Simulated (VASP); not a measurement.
# Tl3Cu (Pm-3m) in VASP: a series of runs

Runs on Tl3Cu. Level: PBE. Tasks: relaxation of cell and atoms, relaxation of the atoms.

All numbers are computed with VASP 6.6.1; they aren't measurements. Logs are shortened: lines on timing, memory, paths and dates and some standing lists are left out, and cuts for length are marked.

## (1) The cell of the first run

It takes space group Pm-3m (No. 221, cubic). The conventional cell has a = 4.717 Å, b = 4.717 Å, c = 4.717 Å, α = 90.00°, β = 90.00°, γ = 90.00°. Within 4.4 Å of Tl (site symmetry 4/mmm) lie 8 Tl at 3.34 Å and 4 Cu at 3.34 Å. Within 4.4 Å of Cu (site symmetry m-3m) lie 12 Tl at 3.34 Å.

## (2) Relaxation of cell and atoms, PBE, target pressure 20 GPa, at which the enthalpy is minimised

Contents of INCAR:

```
PREC = Accurate ; ENCUT = 600
EDIFF = 1E-7 ; ISMEAR = -1
SIGMA = 0.05 ; LREAL = False
LASPH = True ; NELM = 100
ALGO = Normal ; ISIF = 3
LWAVE = False ; LCHARG = False
GGA = PE ; IBRION = 2
NSW = 60 ; EDIFFG = -0.01
PSTRESS = 200.0
```

Contents of KPOINTS:

```
regular mesh
0
Gamma
  6 6 6
```

Contents of POSCAR:

```
Tl3Cu
1.0
    4.7169980000      0.0000000000      0.0000000000
    0.0000000000      4.7169980000      0.0000000000
    0.0000000000      0.0000000000      4.7169980000
Tl Cu
3 1
Direct
    0.5000000000      0.5000000000      0.0000000000
    0.5000000000      0.0000000000      0.5000000000
    0.0000000000      0.5000000000      0.5000000000
    0.0000000000      0.0000000000      0.0000000000
```

Potentials or basis: VASP PAW PBE potentials, release 64 (Tl_d, Cu).

Run with:

```bash
cat potpaw_PBE.64/Tl_d/POTCAR potpaw_PBE.64/Cu/POTCAR > POTCAR
mpirun -np 1 vasp_std > vasp.out
```

OUTCAR:

```text
PREC = Accurate
   ENCUT = 600
   EDIFF = 1E-7
   ISMEAR = -1
   LREAL = False
   LASPH = True
   NELM = 100
   ISIF = 3
   GGA = PE
   IBRION = 2
   NSW = 60
   EDIFFG = -0.01
   PSTRESS = 200.0

 ion  position               nearest neighbor table
   1  0.500  0.500  0.000-   2 3.34   3 3.34   4 3.34   2 3.34   3 3.34   2 3.34   4 3.34   2 3.34
                             3 3.34   4 3.34   3 3.34   4 3.34
   2  0.500  0.000  0.500-   1 3.34   3 3.34   4 3.34   1 3.34   4 3.34   1 3.34   3 3.34   1 3.34
                             3 3.34   4 3.34   4 3.34   3 3.34
   3  0.000  0.500  0.500-   1 3.34   2 3.34   4 3.34   1 3.34   4 3.34   2 3.34   4 3.34   4 3.34
                             1 3.34   2 3.34   1 3.34   2 3.34
   4  0.000  0.000  0.000-   1 3.34   2 3.34   3 3.34   2 3.34   3 3.34   1 3.34   3 3.34   3 3.34
                             1 3.34   2 3.34   2 3.34   1 3.34

  LATTYP: Found a simple cubic cell.
 ALAT       =     4.7169980000

  Lattice vectors:

 A1 = (   4.7169980000,   0.0000000000,   0.0000000000)
 A2 = (   0.0000000000,   4.7169980000,   0.0000000000)
 A3 = (   0.0000000000,   0.0000000000,   4.7169980000)

Analysis of symmetry for initial positions (statically):
=====================================================================
 Subroutine PRICEL returns:
 Original cell was already a primitive cell.

 Routine SETGRP: Setting up the symmetry group for a
 simple cubic supercell.

 Subroutine GETGRP returns: Found 48 space group operations
 (whereof 48 operations were pure point group operations)
 out of a pool of 48 trial point group operations.

The static configuration has the point symmetry O_h .

Analysis of symmetry for dynamics (positions and initial velocities):
=====================================================================
 Subroutine PRICEL returns:
 Original cell was already a primitive cell.

 Routine SETGRP: Setting up the symmetry group for a
 simple cubic supercell.

 Subroutine GETGRP returns: Found 48 space group operations
 (whereof 48 operations were pure point group operations)
 out of a pool of 48 trial point group operations.

The dynamic configuration has the point symmetry O_h .

 Subroutine INISYM returns: Found 48 space group operations
 (whereof 48 operations are pure point group operations),
 and found     1 'primitive' translations

----------------------------------------------------------------------------------------

[... 92 lines left out ...]
   LREAL  =      F    real-space projection
   EDIFFG = -.1E-01   stopping-criterion for IOM
   NSW    =     60    number of steps for IOM
   IBRION =      2    ionic relax: 0-MD 1-quasi-New 2-CG
   NFREE  =      1    steps in history (QN), initial steepest desc. (CG)
   ISIF   =      3    stress and relaxation
   ISYM   =      2    0-nonsym 1-usesym 2-fastsym
   POTIM  = 0.5000    time-step for ionic-motion
   TEBEG  =    0.0;   TEEND  =   0.0 temperature during run
   PSTRESS=  200.0 pullay stress
   NELECT =      50.0000    total number of electrons
   NUPDOWN=      -1.0000    fix difference up-down
   EMIN   =  10.00;   EMAX   =-10.00  energy-range for DOS
   EFERMI =   0.00;   METHOD = LEGACY
   ISMEAR =    -1;   SIGMA  =   0.05  broadening in eV -4-tet -1-fermi 0-gaus
   EFERMI_NEDOS =   21; number of points for ismear=-14 and -15
   IALGO  =     38    algorithm
   IMIX   =      4    mixing-type and parameters
     AMIX     =   0.40;   BMIX     =  1.00
     AMIX_MAG =   1.60;   BMIX_MAG =  1.00
  volume/ion in A,a.u.               =      26.24       177.07
  Fermi-wavevector in a.u.,A,eV,Ry     =   1.278593  2.416191 22.242821  1.634801
  Thomas-Fermi vector in A             =   2.411127
   LORBIT       =      0    0 simple, 1 ext, 2 COOP (PROOUT), +10 PAW based schemes
   GGA     = PE    functional components
   LHFCALC =     F    Hartree Fock is set to
   AEXX    =    0.0000 exact exchange contribution
   IVDW    =     0    specifies the selected vdW correction
   LEPSILON=     F    determine dielectric tensor
   LRPA    =     F    only Hartree local field effects (RPA)
 conjugate gradient relaxation of ions
 non-spin polarized calculation
  energy-cutoff  :      600.00
  volume of cell :      104.95
 maximum number of plane-waves:      3544
 NGX is ok and might be reduce to    40
   NGX = 19   NGY = 19   NGZ = 19

--------------------------------------- Ionic step        1  -------------------------------------------

 number of electron      49.9999992 magnetization

 Free energy of the ion-electron system (eV)
  ---------------------------------------------------
  ext. energy  EPLUGINS =         0.00000000
  ---------------------------------------------------
  free energy    TOTEN  =        -9.27758557 eV

  energy without entropy =       -9.26112507  energy(sigma->0) =       -9.26935532

------------------------ aborting loop because EDIFF is reached ----------------------------------------

  FORCE on cell =-STRESS in cart. coord.  units (eV):
  Direction    XX          YY          ZZ          XY          YZ          ZX
  --------------------------------------------------------------------------------------
  -------------------------------------------------------------------------------------
  Total        0.0394252      0.0394252      0.0394252     -0.0000000     -0.0000000      0.0000000
  in kB        0.6018485      0.6018485      0.6018485     -0.0000000     -0.0000000      0.0000000
  external PRESSURE =    -199.3981515 kB  Pullay stress =     200.0000000 kB
[... 27 lines left out ...]
--------------------------------------- Ionic step        2  -------------------------------------------

 number of electron      50.0000000 magnetization

 E-fermi :  13.2098     XC(G=0): -13.0040

 val. band max:       13.1912311251   @ k =   0.5000   0.3333   0.1667
 cond. band min:      13.2844645371   @ k =   0.3333   0.1667   0.1667
 fundamental gap:      0.0932334120
 Fermi energy:        13.2097828620

 k-point     1 :       0.0000    0.0000    0.0000
  band No.  band energies     occupation
      1      -2.1588      2.00000
      2      -1.3294      2.00000
      3      -1.3294      2.00000
      4      -1.3294      2.00000
      5      -0.8828      2.00000
      6      -0.7493      2.00000
[... 848 lines left out ...]
--------------------------------------- Ionic step        7  -------------------------------------------

 number of electron      50.0000001 magnetization

 Free energy of the ion-electron system (eV)
  ---------------------------------------------------
  ext. energy  EPLUGINS =         0.00000000
  ---------------------------------------------------
  free energy    TOTEN  =        -8.07830380 eV

  energy without entropy =       -8.06009874  energy(sigma->0) =       -8.06920127

 E-fermi :   9.3723     XC(G=0): -11.6781

 val. band max:        9.3083342300   @ k =   0.5000   0.5000   0.1667
 cond. band min:       9.3748416090   @ k =   0.5000   0.3333   0.1667
 fundamental gap:      0.0665073790
 Fermi energy:         9.3722874463

 k-point     1 :       0.0000    0.0000    0.0000
  band No.  band energies     occupation
      1      -3.8351      2.00000
      2      -3.5349      2.00000
      3      -3.5349      2.00000
      4      -3.5349      2.00000
      5      -3.1135      2.00000
      6      -3.1135      2.00000
[... 684 lines left out ...]
  energy  without entropy=       -8.0600987372  energy(sigma->0) =       -8.06920127

  enthalpy is  TOTEN    =         1.7770067196 eV   P V=        9.8553105150

 reached required accuracy - stopping structural energy minimisation
```

CONTCAR:

```text
Tl3Cu
   1.00000000000000
     4.2899309279798032    0.0000000000000000   -0.0000000000000000
    -0.0000000000000000    4.2899309279798032   -0.0000000000000000
    -0.0000000000000000    0.0000000000000000    4.2899309279798032
  Tl              Cu
     3     1
Direct
     0.5000000000000000    0.5000000000000000    0.0000000000000000
     0.5000000000000000    0.0000000000000000    0.5000000000000000
     0.0000000000000000    0.5000000000000000    0.5000000000000000
     0.0000000000000000    0.0000000000000000    0.0000000000000000

  0.00000000E+00  0.00000000E+00  0.00000000E+00
  0.00000000E+00  0.00000000E+00  0.00000000E+00
  0.00000000E+00  0.00000000E+00  0.00000000E+00
  0.00000000E+00  0.00000000E+00  0.00000000E+00
```

It took 7.5 min on 1 thread of Intel Xeon Platinum 8259CL at 2.50GHz (Skylake/Cascade Lake), shared host; peak memory 0.28 GiB.

What came out:

```yaml
Free_energy: -8.0783 eV
Relaxed_volume: 19.74 Å³/atom
Relaxed_cell: a = 4.290 Å, b = 4.290 Å, c = 4.290 Å, α = 90.00°, β = 90.00°, γ = 90.00°
Space_group_after_relaxing_to_0.1_Å: Pm-3m (No. 221)
Energy_change_on_relaxing_the_run_minimises_the_enthalpy: +299.8 meV/atom
Ionic_steps: 7
Pressure_after_relaxing: 20.0 GPa
Band_gap_on_the_k_mesh: zero (bands 25 and 26 overlap by 4.41 eV)
```

Step by step:
| step | energy change (eV) | largest force (eV/Å) | pressure (GPa) | volume (Å³) |
| --- | --- | --- | --- | --- |
| 1 | 0.0000 | 0.0000 | 0.06 | 104.95 |
| 2 | 5.2346 | 0.0000 | 69.58 | 62.76 |
| 3 | 1.0800 | 0.0000 | 18.49 | 79.94 |
| 4 | 1.1620 | 0.0000 | 19.53 | 79.25 |
| 5 | 1.2198 | 0.0000 | 20.26 | 78.79 |
| 6 | 1.1783 | 0.0000 | 19.74 | 79.12 |
| 7 | 1.1993 | 0.0000 | 20.01 | 78.95 |

Final structure:
```yaml
crystal:
  lattice:
    - [4.28993, 0.00000, 0.00000]
    - [0.00000, 4.28993, 0.00000]
    - [0.00000, 0.00000, 4.28993]
  atoms:
    - { symbol: Tl, position: [0.50000, 0.50000, 0.00000] }
    - { symbol: Tl, position: [0.50000, 0.00000, 0.50000] }
    - { symbol: Tl, position: [0.00000, 0.50000, 0.50000] }
    - { symbol: Cu, position: [0.00000, 0.00000, 0.00000] }
```

Caveat: the cell is relaxed towards a set pressure, so the run minimises the enthalpy, not the energy; the volume moved by over 15 % at a fixed basis, so the end points are rough; spin-orbit coupling is left out, which moves the levels of the heavy elements.

## (3) Relaxation of cell and atoms, PBE, target pressure 30 GPa, at which the enthalpy is minimised

Contents of INCAR:

```
ALGO = Normal ; EDIFF = 1E-6
EDIFFG = -0.01 ; ENCUT = 600
GGA = PE ; IBRION = 2
ISIF = 3 ; ISMEAR = -1
LASPH = T ; LCHARG = F
LREAL = F ; LWAVE = F
NELM = 80 ; NSW = 60
PREC = Accurate ; PSTRESS = 300.0
SIGMA = 0.05
```

Contents of KPOINTS:

```
k-points
0
Gamma
  6 6 6
```

POSCAR is that of step 2.

Potentials or basis: VASP PAW PBE potentials, release 64 (Tl_d, Cu).

Run with:

```bash
cat potpaw_PBE.64/Tl_d/POTCAR potpaw_PBE.64/Cu/POTCAR > POTCAR
mpirun -np 1 vasp_std > vasp.out
```

Run time: 7 min. Hardware: 1 thread of Intel Xeon Platinum 8259CL at 2.50GHz (Skylake/Cascade Lake), shared host; peak memory 0.29 GiB.

Results (log left out):

```
Free energy                                                : -7.2690 eV
Relaxed volume                                             : 18.43 Å³/atom
Relaxed cell                                               : a = 4.193 Å, b = 4.193 Å, c = 4.193 Å, α = 90.00°, β = 90.00°, γ = 90.00°
Space group after relaxing (to 0.1 Å)                      : Pm-3m (No. 221)
Energy change on relaxing (the run minimises the enthalpy) : +502.1 meV/atom
Ionic steps                                                : 5
Pressure after relaxing                                    : 30.0 GPa
Band gap on the k mesh                                     : zero (bands 25 and 26 overlap by 4.69 eV)
```

Step by step:
```tsv
step	energy change (eV)	largest force (eV/Å)	pressure (GPa)	volume (Å³)
1	0.0000	0.0000	0.06	104.95
2	19.0639	0.0000	246.78	46.70
3	1.4957	0.0000	23.70	76.77
4	1.7466	0.0000	26.85	75.18
5	2.0086	0.0000	30.05	73.71
```

Final structure:
```cif
data_structure
_symmetry_space_group_name_H-M 'P 1'
_symmetry_Int_Tables_number 1
_cell_length_a 4.1928
_cell_length_b 4.1928
_cell_length_c 4.1928
_cell_angle_alpha 90.000
_cell_angle_beta 90.000
_cell_angle_gamma 90.000
_cell_volume 73.71
loop_
_atom_site_label
_atom_site_type_symbol
_atom_site_fract_x
_atom_site_fract_y
_atom_site_fract_z
_atom_site_occupancy
Tl1 Tl 0.50000 0.50000 0.00000 1
Tl2 Tl 0.50000 0.00000 0.50000 1
Tl3 Tl 0.00000 0.50000 0.50000 1
Cu1 Cu 0.00000 0.00000 0.00000 1
```

Levels at points of the mesh, in eV from the Fermi level:
```tsv
k point	band 23	band 24	band 25	band 26	band 27	band 28
(0.00, 0.00, 0.00)	-2.56	-2.56	-1.20	-1.20	1.52	5.86
(0.50, 0.00, 0.00)	-1.77	0.75	0.76	0.76	1.65	1.65
(0.50, 0.50, 0.00)	-2.73	-2.64	2.41	3.35	3.35	3.78
(0.50, 0.50, 0.50)	-2.90	-2.90	-2.29	-2.29	-2.29	-0.48
```

Caveat: the cell is relaxed towards a set pressure, so the run minimises the enthalpy, not the energy; the volume moved by over 15 % at a fixed basis, so the end points are rough; spin-orbit coupling is left out, which moves the levels of the heavy elements.

## (4) Relaxation of the atoms, PBE

Contents of INCAR:

```
SYSTEM = Tl3Cu
PREC = Accurate ; ENCUT = 520
EDIFF = 1E-7 ; ISMEAR = -1
SIGMA = 0.05 ; LREAL = .FALSE.
LASPH = .TRUE. ; NELM = 80
ALGO = Normal ; ISIF = 2
LWAVE = .FALSE. ; LCHARG = .FALSE.
GGA = PE ; IBRION = 2
NSW = 60 ; EDIFFG = -0.01
```

Contents of KPOINTS:

```
regular mesh
0
G
  5 5 5
  0 0 0
```

POSCAR is that of step 3.

Run with:

```bash
cat potpaw_PBE.64/Tl_d/POTCAR potpaw_PBE.64/Cu/POTCAR > POTCAR
mpirun -np 1 vasp_std > vasp.out
```

Run time: 35 s. Hardware: 1 thread of Intel Xeon Platinum 8259CL at 2.50GHz (Skylake/Cascade Lake), shared host; peak memory 0.21 GiB.

The run converged. Its results:

| Item | Value |
| --- | --- |
| Free energy | -9.2812 eV |
| Pressure after relaxing | -0.1 GPa |
| Band gap on the k mesh | zero (bands 25 and 26 overlap by 2.37 eV) |

Final structure:
```
CELL_PARAMETERS angstrom
4.71700 0.00000 0.00000
0.00000 4.71700 0.00000
0.00000 0.00000 4.71700
ATOMIC_POSITIONS crystal
Tl 0.50000 0.50000 0.00000
Tl 0.50000 0.00000 0.50000
Tl 0.00000 0.50000 0.50000
Cu 0.00000 0.00000 0.00000
```

Levels at points of the mesh, in eV from the Fermi level:
```
           k point  band 21  band 22  band 23  band 24  band 25  band 26  band 27  band 28  band 29  band 30
(0.00, 0.00, 0.00)    -2.12    -1.81    -1.81    -1.43    -1.43    -1.43     0.52     4.72     4.72     4.72
```

Caveat: the relaxation stopped at its first step, so nothing moved; spin-orbit coupling is left out, which moves the levels of the heavy elements.

## (5) The runs side by side

```tsv
task	cell	k mesh	cutoff (eV)	gap on the mesh (eV)	pressure (GPa)
relaxation of cell and atoms	relaxed to 20 GPa	6 × 6 × 6	600	none	20.0
relaxation of cell and atoms	relaxed to 30 GPa	6 × 6 × 6	600	none	30.0
relaxation of the atoms	atoms relaxed	5 × 5 × 5	520	none	-0.1
```

Alike in all rows: level PBE; potentials or basis VASP PAW PBE potentials, release 64 (Tl_d, Cu); no spin polarisation; smearing fermi-dirac 0.05 eV.

Caveats: spin-orbit coupling is left out, which moves the levels of the heavy elements; the cell is relaxed towards a set pressure, so the run minimises the enthalpy, not the energy (at least some runs); the volume moved by over 15 % at a fixed basis, so the end points are rough (at least some runs); the relaxation stopped at its first step, so nothing moved (at least some runs).

Absolute energies hang on the potentials; compare differences alone.

The gap in the log of VASP goes by the Fermi energy; the results here count the filled bands.